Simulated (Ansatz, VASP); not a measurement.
## BiTe in VASP and in Ansatz

INCAR

```
  PREC = Accurate
  ENCUT = 520
  EDIFF = 1E-7
  ISMEAR = -1
  SIGMA = 0.05
  LREAL = F
  LASPH = T
  NELM = 150
  ALGO = Normal
  ISIF = 2
  LWAVE = F
  LCHARG = T
  MAGMOM = 0 0 0 0 0 0
  LORBIT = 11
  LSORBIT = T
  GGA_COMPAT = F
  LORBMOM = T
  GGA = PE
  ALDAC = 0.0
  AGGAC = 0.0
  LVHAR = T
  NBANDS = 33
```

KPOINTS

```
Automatic mesh
0
Gamma
  5 5 5
```

Contents of POSCAR:

```
BiTe
1.0
    0.0000000000      3.2350000000      3.2350000000
    3.2350000000      0.0000000000      3.2350000000
    3.2350000000      3.2350000000      0.0000000000
Bi Te
1 1
Direct
    0.0000000000      0.0000000000      0.0000000000
    0.5000000000      0.5000000000      0.5000000000
```

The input input.yaml:

```yaml
crystal:
  lattice:
    - [0.0, 3.235, 3.235]
    - [3.235, 0.0, 3.235]
    - [3.235, 3.235, 0.0]
  atoms:
    - { symbol: Bi, position: [0.0, 0.0, 0.0] }
    - { symbol: Te, position: [0.5, 0.5, 0.5] }
kpoints:
  mp_grid: { grid: [5, 5, 5] }
scf:
  occupations: { method: fermi_dirac, width: 0.05 }
hamiltonian:
  xc: { exchange: pbe, correlation: none }
  pseudopotentials: { kind: all_electron, lapw: { basis_error: 0.001 } }
magnetization:
  noncollinear: true
  spin_orbit: true
output:
  forces: true
  stress: true
  eigenvalues: true
```

Alike in both runs: task single point; functional PBE exchange alone; k mesh 5 × 5 × 5; occupations fermi-dirac, width 0.05 eV; non-collinear spin, spin-orbit coupling.

|  | VASP | Ansatz |
| --- | --- | --- |
| version | VASP 6.6.1 | Ansatz 0.2.0 |
| potentials or method | VASP PAW PBE potentials, release 64 (Bi_d, Te), cutoff 520 eV | all-electron LAPW, relativistic spinors |

```csv
,VASP,Ansatz,Ansatz less VASP
pressure (GPa),11.2,11.3,+0.13
net moment per atom (μB),0.00,0.00,0.000
```

VASP's potentials were made for PBE, not for PBE exchange alone. Ansatz ran all-electron here, and VASP with PAW potentials.

Noted on Ansatz's run: the k mesh is thin for a metal, which can move the energy by tens of meV per atom.
